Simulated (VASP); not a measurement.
Wanted: the native input for a VASP 6.6.1 run.

* Task: electric field gradients
* Functional: PBE
* Potentials or basis: VASP PAW PBE potentials, release 64 (Ge_d)
* Cutoff: 520 eV
* k mesh: 15 × 15 × 15
* Occupations: fermi-dirac, width 0.03 eV
* Spin: no spin polarisation
* Dipole correction: no
* Further INCAR settings: ALGO = Normal; EDIFF = 1e-08; NBANDS = 21

The structure of Ge lies in POSCAR:

```
Ge
1.0
   -2.4958980000      2.6508630000      1.4369470000
    2.4958980000     -2.6508630000      1.4369470000
    2.4958980000      2.6508630000     -1.4369470000
Ge
2
Direct
    0.6859430000      0.9359430000      0.7500000000
    0.3140570000      0.0640570000      0.2500000000
```

One way to write it, as run:

INCAR

```
ALGO = Normal
EDIFF = 1E-8
ENCUT = 520
GGA = PE
ISIF = 2
ISMEAR = -1
LASPH = T
LCHARG = F
LEFG = T
LREAL = F
LWAVE = F
NBANDS = 21
NELM = 60
PREC = Accurate
SIGMA = 0.03
```

KPOINTS

```
k-points
0
Gamma
  15 15 15
```

Potentials or basis: VASP PAW PBE potentials, release 64 (Ge_d).

Command:

```sh
$ cat potpaw_PBE.64/Ge_d/POTCAR > POTCAR
$ mpirun -np 1 vasp_std > vasp.out
```

It gave:

* Pressure: 1.1 GPa
* Largest force: 0.040 eV/Å
* Band gap on the k mesh: zero (bands 14 and 15 overlap by 5.83 eV)
* Largest electric field gradient by atom: Ge -35.3 V/Å²

Caveat: without QUAD_EFG the Cq values of the log hold for a quadrupole moment of 1 mb, not for the nuclei.

Wall time 13 min on 1 thread of AMD EPYC 7R13 (shared host), peak memory 0.39 GiB.
